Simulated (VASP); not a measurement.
# Al (P6_3/mmc) in VASP: notebook

The runs below take Al through elastic constants, single point, with PBE.

Program: VASP 6.6.1. These are calculated values, not measurements. Logs are shortened: lines on timing, memory, paths and dates and some standing lists are left out, and cuts for length are marked.

**1. The cell of the first run**

It takes space group P6_3/mmc (No. 194, hexagonal). Conventional cell: a = 2.812 Å, b = 2.812 Å, c = 4.867 Å, α = 90.00°, β = 90.00°, γ = 120.00°. Al (site symmetry -6m2) has 12 Al at 2.81 to 2.93 Å within 3.7 Å.

This isn't the form of Al at room conditions, which is fcc.

**2. Elastic constants, PBE**

Contents of INCAR:

```
SYSTEM = Al
PREC = Accurate
ENCUT = 500
EDIFF = 1E-8
ISMEAR = -1
SIGMA = 0.05
LREAL = .FALSE.
LASPH = .TRUE.
NELM = 120
ALGO = Normal
ISIF = 3
LWAVE = .FALSE.
LCHARG = .TRUE.
GGA = PE
NBANDS = 10
IBRION = 6
NFREE = 2
POTIM = 0.015
NSW = 1
GGA_COMPAT = .FALSE.
```

Contents of KPOINTS:

```
Automatic mesh
0
G
  8 8 5
  0 0 0
```

Contents of POSCAR:

```
Al
1.0
    2.8124553515      0.0000000000      0.0000000000
   -1.4062276757      2.4356577814      0.0000000000
    0.0000000000      0.0000000000      4.8668500000
Al
2
Direct
    0.3333333333      0.6666666667      0.2500000000
    0.6666666667      0.3333333333      0.7500000000
```

Potentials or basis: VASP PAW PBE potentials, release 64 (Al).

Command:

```bash
$ cat potpaw_PBE.64/Al/POTCAR > POTCAR
$ mpirun -np 1 vasp_std > vasp.out
```

OUTCAR:

```text
SYSTEM = Al
   PREC = Accurate
   ENCUT = 500
   EDIFF = 1E-8
   ISMEAR = -1
   LREAL = .FALSE.
   LASPH = .TRUE.
   NELM = 120
   ISIF = 3
   GGA = PE
   IBRION = 6
   NFREE = 2
   POTIM = 0.015
   NSW = 1

 ion  position               nearest neighbor table
   1  0.333  0.667  0.250-   2 2.93   2 2.93   2 2.93   2 2.93   2 2.93   2 2.93
   2  0.667  0.333  0.750-   1 2.93   1 2.93   1 2.93   1 2.93   1 2.93   1 2.93

  LATTYP: Found a hexagonal cell.
 ALAT       =     2.8124553515
 C/A-ratio  =     1.7304630267

  Lattice vectors:

 A1 = (   2.8124553515,   0.0000000000,   0.0000000000)
 A2 = (  -1.4062276757,   2.4356577814,   0.0000000000)
 A3 = (   0.0000000000,   0.0000000000,   4.8668500000)

Analysis of symmetry for initial positions (statically):
=====================================================================
 Subroutine PRICEL returns:
 Original cell was already a primitive cell.

 Routine SETGRP: Setting up the symmetry group for a
 hexagonal supercell.

 Subroutine GETGRP returns: Found 24 space group operations
 (whereof 12 operations were pure point group operations)
 out of a pool of 24 trial point group operations.

The static configuration has the point symmetry D_3d.
 The point group associated with its full space group is D_6h.

Analysis of symmetry for dynamics (positions and initial velocities):
=====================================================================
 Subroutine PRICEL returns:
 Original cell was already a primitive cell.

 Routine SETGRP: Setting up the symmetry group for a
 hexagonal supercell.

 Subroutine GETGRP returns: Found 24 space group operations
 (whereof 12 operations were pure point group operations)
 out of a pool of 24 trial point group operations.

The dynamic configuration has the point symmetry D_3d.
 The point group associated with its full space group is D_6h.

 Subroutine INISYM returns: Found 24 space group operations
 (whereof 12 operations are pure point group operations),
 and found     1 'primitive' translations

----------------------------------------------------------------------------------------

                                     Primitive cell

  volume of cell :      33.3388

  direct lattice vectors                    reciprocal lattice vectors
     2.812455352  0.000000000  0.000000000     0.355561200  0.205283355  0.000000000
    -1.406227676  2.435657781  0.000000000     0.000000000  0.410566709  0.000000000
     0.000000000  0.000000000  4.866850000     0.000000000  0.000000000  0.205471712

  length of vectors
     2.812455352  2.812455351  4.866850000     0.410566709  0.410566709  0.205471712

  position of ions in fractional coordinates (direct lattice)
     0.333333333  0.666666667  0.250000000
     0.666666667  0.333333333  0.750000000

  ion indices of the primitive-cell ions
   primitive index   ion index
                 1           1
                 2           2

----------------------------------------------------------------------------------------

 KPOINTS: Automatic mesh

Automatic generation of k-mesh.
 Grid dimensions read from file:
 generate k-points for:    8    8    5

 Generating k-lattice:

  Cartesian coordinates                     Fractional coordinates (reciprocal lattice)
     0.044445150  0.025660419  0.000000000     0.125000000  0.000000000  0.000000000
     0.000000000  0.051320839  0.000000000     0.000000000  0.125000000  0.000000000
     0.000000000  0.000000000  0.041094342     0.000000000  0.000000000  0.200000000

  Length of vectors
     0.051320839  0.051320839  0.041094342

  Shift w.r.t. Gamma in fractional coordinates (k-lattice)
     0.000000000  0.000000000  0.000000000

 Subroutine IBZKPT returns following result:
 ===========================================

 Found     30 irreducible k-points:

 Following reciprocal coordinates:
            Coordinates               Weight
  0.000000  0.000000  0.000000      1.000000
  0.125000 -0.000000  0.000000      6.000000
  0.250000 -0.000000  0.000000      6.000000
[... 63 lines left out ...]
  Thomas-Fermi vector in A             =   2.050021
   LORBIT       =      0    0 simple, 1 ext, 2 COOP (PROOUT), +10 PAW based schemes
   GGA     = PE    functional components
   LHFCALC =     F    Hartree Fock is set to
   AEXX    =    0.0000 exact exchange contribution
   IVDW    =     0    specifies the selected vdW correction
   LEPSILON=     F    determine dielectric tensor
   LRPA    =     F    only Hartree local field effects (RPA)
 finite differences with symmetry
 non-spin polarized calculation
  energy-cutoff  :      500.00
  volume of cell :       33.34
 maximum number of plane-waves:       857
 NGX is ok and might be reduce to    24
   NGX = 11   NGY = 11   NGZ = 17

--------------------------------------- Ionic step        1  -------------------------------------------

 number of electron       6.0000000 magnetization

 Free energy of the ion-electron system (eV)
  ---------------------------------------------------
  ext. energy  EPLUGINS =         0.00000000
  ---------------------------------------------------
  free energy    TOTEN  =        -7.39358301 eV

  energy without entropy =       -7.38389321  energy(sigma->0) =       -7.38873811

------------------------ aborting loop because EDIFF is reached ----------------------------------------

  FORCE on cell =-STRESS in cart. coord.  units (eV):
  Direction    XX          YY          ZZ          XY          YZ          ZX
  --------------------------------------------------------------------------------------
  -------------------------------------------------------------------------------------
  Total       -0.0116186     -0.0116186     -0.2578335     -0.0000000     -0.0000000      0.0000000
  in kB       -0.5583613     -0.5583613    -12.3908181     -0.0000000     -0.0000000      0.0000000
  external PRESSURE =      -4.5025135 kB  Pullay stress =       0.0000000 kB
[... 89 lines left out ...]
  FREE ENERGIE OF THE ION-ELECTRON SYSTEM (eV)
  ---------------------------------------------------
  free  energy   TOTEN  =        -7.3896907013 eV

  energy  without entropy=       -7.3788402096  energy(sigma->0) =       -7.38426546

[... ionic steps 4 to 14 ...]

--------------------------------------- Ionic step       15  -------------------------------------------

 number of electron       6.0000000 magnetization

------------------------ aborting loop because EDIFF is reached ----------------------------------------
[... 67 lines left out ...]
--------------------------------------- Ionic step       17  -------------------------------------------

 number of electron       6.0000000 magnetization

 Free energy of the ion-electron system (eV)
  ---------------------------------------------------
  ext. energy  EPLUGINS =         0.00000000
  ---------------------------------------------------
  free energy    TOTEN  =        -7.39309006 eV

  energy without entropy =       -7.38339244  energy(sigma->0) =       -7.38824125

 E-fermi :   7.8974     XC(G=0): -10.1601

 val. band max:        7.8693999682   @ k =   0.3750   0.2500   0.2000
 cond. band min:       7.9057668262   @ k =  -0.1250   0.3750   0.2000
 fundamental gap:      0.0363668579
 Fermi energy:         7.8974405775

 k-point     1 :       0.0000    0.0000    0.0000
  band No.  band energies     occupation
      1      -3.1763      2.00000
      2       2.8259      2.00000
      3       3.0632      2.00000
      4      19.0470      0.00000
      5      19.3236      0.00000
      6      19.3236      0.00000
      7      19.5512      0.00000
      8      19.5512      0.00000
      9      20.2685      0.00000
     10      22.6067      0.00000
[... 287 lines left out ...]
 k-point    24 :       0.3750   -0.0000    0.4000
  band No.  band energies     occupation
      1       1.2580      2.00000
      2       2.4613      2.00000
      3       7.2416      2.00000
      4       8.3872      0.00011
      5      11.9108      0.00000
      6      15.0049      0.00000
      7      15.3162      0.00000
      8      16.3867      0.00000
      9      16.6505      0.00000
     10      17.4298      0.00000

 [... further k-points ...]

------------------------ aborting loop because EDIFF is reached ----------------------------------------

  FORCE on cell =-STRESS in cart. coord.  units (eV):
  Direction    XX          YY          ZZ          XY          YZ          ZX
  --------------------------------------------------------------------------------------
  -------------------------------------------------------------------------------------
  Total       -0.0112878     -0.0112878     -0.2541030     -0.0000000      0.0000000      0.0000000
  in kB       -0.5424615     -0.5424615    -12.2115404     -0.0000000      0.0000000      0.0000000
  external PRESSURE =      -4.4321545 kB  Pullay stress =       0.0000000 kB
[... 17 lines left out ...]
  FREE ENERGIE OF THE ION-ELECTRON SYSTEM (eV)
  ---------------------------------------------------
  free  energy   TOTEN  =        -7.3930900644 eV

  energy  without entropy=       -7.3833924363  energy(sigma->0) =       -7.38824125

 INTERNAL STRAIN TENSORS FROM STRAINED CELLS
 ============================================

 INTERNAL STRAIN TENSOR FOR ION    1 for displacements in x,y,z  (eV/Angst):
          X           Y           Z          XY          YZ          ZX
  --------------------------------------------------------------------------------
  x     0.00000     0.00000    -0.00000    -0.03832     0.00000    -0.00000
  y     0.00620     0.00764     0.00000     0.00001     0.00001    -0.00002
  z     0.00000     0.00000     0.00000     0.00000     0.02140    -0.00000

 INTERNAL STRAIN TENSORS FROM DISPLACED ATOMS
 ============================================

 INTERNAL STRAIN TENSOR FOR ION    1 for displacements in x,y,z  (eV/Angst):
          X           Y           Z          XY          YZ          ZX
  --------------------------------------------------------------------------------
  x    -0.00000     0.00000     0.00000    -0.06737     0.00000     0.00000
  y    -0.06737     0.06737    -0.00000     0.00000     0.00000     0.00000
  z     0.00000    -0.00000     0.00000     0.00000     0.00000    -0.00000

 INTERNAL STRAIN TENSOR FOR ION    2 for displacements in x,y,z  (eV/Angst):
          X           Y           Z          XY          YZ          ZX
  --------------------------------------------------------------------------------
  x     0.00000    -0.00000     0.00000     0.06737     0.00000     0.00000
  y     0.06737    -0.06737     0.00000    -0.00000     0.00000     0.00000
  z    -0.00000     0.00000    -0.00000     0.00000     0.00000     0.00000

 Eigenvectors and eigenvalues of the dynamical matrix
 ----------------------------------------------------

   1 f  =    8.911779 THz    55.994356 2PiTHz  297.264935 cm-1    36.856138 meV
             X         Y         Z           dx          dy          dz
     -0.000000  1.623772  1.216713     0.000000    0.000000   -0.707107
      1.406228  0.811886  3.650138     0.000000    0.000000    0.707107
[... 16 lines left out ...]
   5 f  =    0.000000 THz     0.000000 2PiTHz    0.000000 cm-1     0.000000 meV
             X         Y         Z           dx          dy          dz
     -0.000000  1.623772  1.216713     0.000000   -0.000000    0.707107
      1.406228  0.811886  3.650138     0.000000    0.000000    0.707107

   6 f/i=    0.000000 THz     0.000000 2PiTHz    0.000002 cm-1     0.000000 meV
             X         Y         Z           dx          dy          dz
     -0.000000  1.623772  1.216713    -0.706884    0.017738    0.000000
      1.406228  0.811886  3.650138    -0.706884    0.017738    0.000000

--------------------------------------------------------------------------------------------------------

 ELASTIC MODULI CONTR FROM IONIC RELAXATION (kBar)
 Direction    XX          YY          ZZ          XY          YZ          ZX
 --------------------------------------------------------------------------------
 XX          -0.2771      0.2771     -0.0000     -0.0000      0.0000      0.0000
 YY           0.2771     -0.2771      0.0000     -0.0000      0.0000     -0.0000
 ZZ          -0.0000      0.0000     -0.0000      0.0000      0.0000      0.0000
 XY          -0.0000     -0.0000      0.0000     -0.2771      0.0000      0.0000
 YZ           0.0000      0.0000      0.0000      0.0000      0.0000      0.0000
 ZX           0.0000     -0.0000      0.0000      0.0000      0.0000     -0.0000
 --------------------------------------------------------------------------------

 TOTAL ELASTIC MODULI (kBar)
 Direction    XX          YY          ZZ          XY          YZ          ZX
 --------------------------------------------------------------------------------
 XX        1530.3841    490.8575    287.0105      0.0000     -0.0000      0.0000
 YY         490.8575   1530.3841    287.0105      0.0000      0.0000     -0.0000
 ZZ         287.0105    287.0105   1529.5607      0.0000      0.0000      0.0000
 XY           0.0000      0.0000      0.0000    519.7633      0.0000     -0.0000
 YZ          -0.0000      0.0000      0.0000     -0.0000   -716.1705     -0.0000
 ZX           0.0000     -0.0000      0.0000      0.0000     -0.0000   -716.1705
 --------------------------------------------------------------------------------
```

Wall time 4.5 min (1 thread of AMD EPYC 7R43 (Zen 3), shared host); peak memory 0.16 GiB.

What came out:

```
Voigt bulk modulus            : 75 GPa
Highest phonon frequency at Γ : 297 cm⁻¹
```

Phonon frequencies in cm⁻¹ (negative: imaginary):
| q point | frequencies |
| --- | --- |
| (0.000, 0.000, 0.000) | 0 0 0 126 126 297 |

Elastic tensor in Voigt notation (GPa, in the Cartesian axes of the cell as first typed):
```
153  49  29   0   0   0
 49 153  29   0   0   0
 29  29 153   0   0   0
  0   0   0 -72   0   0
  0   0   0   0 -72   0
  0   0   0   0   0  52
```

Clamped-ion elastic tensor (GPa):
```
153  49  29   0   0   0
 49 153  29   0   0   0
 29  29 153   0   0   0
  0   0   0 -72   0   0
  0   0   0   0 -72   0
  0   0   0   0   0  52
```

Caveat: the elastic tensor has a negative eigenvalue, so either the cell is unstable as it stands or the mesh is too thin.

**3. Single point, PBE**

POSCAR is that of step 2.

Contents of INCAR.step1:

```
GGA = PE
ISMEAR = 1
SIGMA = 0.1
LWAVE = False
LCHARG = True
NBANDS = 19
PREC = Accurate
LASPH = True
LREAL = False
ALGO = Normal
EDIFF = 1E-6
NELM = 120
GGA_COMPAT = False
ENCUT = 280
```

Contents of KPOINTS.step1:

```
k-points
0
Gamma
  12 12 6
```

Contents of INCAR.step2:

```
GGA = PE
ISMEAR = -5
LWAVE = False
LCHARG = False
NBANDS = 19
PREC = Accurate
LASPH = True
LREAL = False
ALGO = Normal
EDIFF = 1E-6
NELM = 120
GGA_COMPAT = False
ENCUT = 280
NEDOS = 2001
LORBIT = 11
EMIN = -9.1045
EMAX = 15.8955
ICHARG = 11
```

Contents of KPOINTS.step2:

```
Automatic mesh
0
Gamma
  15 15 8
  0 0 0
```

Potentials or basis: VASP PAW PBE potentials, release 64 (Al).

Command:

```bash
$ cat potpaw_PBE.64/Al/POTCAR > POTCAR
$ cp INCAR.step1 INCAR
$ cp KPOINTS.step1 KPOINTS
$ mpirun -np 1 vasp_std > vasp.out
$ cp INCAR.step2 INCAR
$ cp KPOINTS.step2 KPOINTS
$ mpirun -np 1 vasp_std > vasp.out
```

It took 10 s on 1 thread of Intel Xeon 6975P-C (Granite Rapids), shared host; peak memory 0.13 GiB.

The run converged. Its results:

| Property | Result |
| --- | --- |
| Valence electrons inside the program's atomic spheres | Al 0.77 |
| Density of states at the Fermi level | 0.44 states/eV/atom |

Levels at points of the mesh, in eV from the Fermi level:
| k point | band 1 | band 2 | band 3 | band 4 | band 5 | band 6 | band 7 |
| --- | --- | --- | --- | --- | --- | --- | --- |
| (0.00, 0.00, 0.00) | -11.08 | -5.08 | -4.84 | 11.18 | 11.44 | 11.44 | 11.68 |
| (0.00, 0.00, 0.50) | -9.52 | -9.52 | 2.38 | 2.38 | 12.50 | 12.50 | 12.50 |

Caveat: the cutoff is under 1.25 times the usual one of these potentials, so pressure, stress and relaxed cells hold a basis-set (Pulay) error; tetrahedron occupations give inexact forces and stress in metals.

(Continued in part 2 of 2.)
